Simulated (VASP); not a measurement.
Runs of VASP 6.6.1 on WSe2. The structure is that of space group P-6m2 (No. 187), or close to it. The cells are those of the table. 

```tsv
cell	gap on the mesh (eV)	largest force (eV/Å)
a = 3.270, b = 3.270, c = 16.661 Å, angles 90.0, 90.0, 120.0°, 3 atoms	1.69	3.33
a = 3.183, b = 3.183, c = 16.661 Å, angles 90.0, 90.0, 120.0°, 3 atoms	1.72	2.53
a = 3.227, b = 3.227, c = 16.661 Å, angles 90.0, 90.0, 120.0°, 3 atoms	(a)	1.19
a = 3.358, b = 3.358, c = 16.661 Å, angles 90.0, 90.0, 120.0°, 3 atoms	(b)	1.96
a = 3.314, b = 3.314, c = 16.661 Å, angles 90.0, 90.0, 120.0°, 3 atoms	1.55	2.09
a = 3.139, b = 3.139, c = 16.661 Å, angles 90.0, 90.0, 120.0°, 3 atoms	(c)	1.80
```

Alike in all rows: task single point; level PBEsol; potentials or basis VASP PAW PBE potentials, release 64 (W_sv, Se); no spin polarisation; k mesh 9 × 9 × 2; cutoff (eV) 520; smearing gaussian 0.05 eV.

Task: Fill in the values left out.

Result: (a) 1.75; (b) 1.43; (c) 1.73.

Caveats: the PAW data sets were made with another functional, which shifts forces and pressure a little; spin-orbit coupling is left out, which moves the levels of the heavy elements.

A k mesh can miss the band edges, and the runs leave out spin-orbit coupling on Se, W.
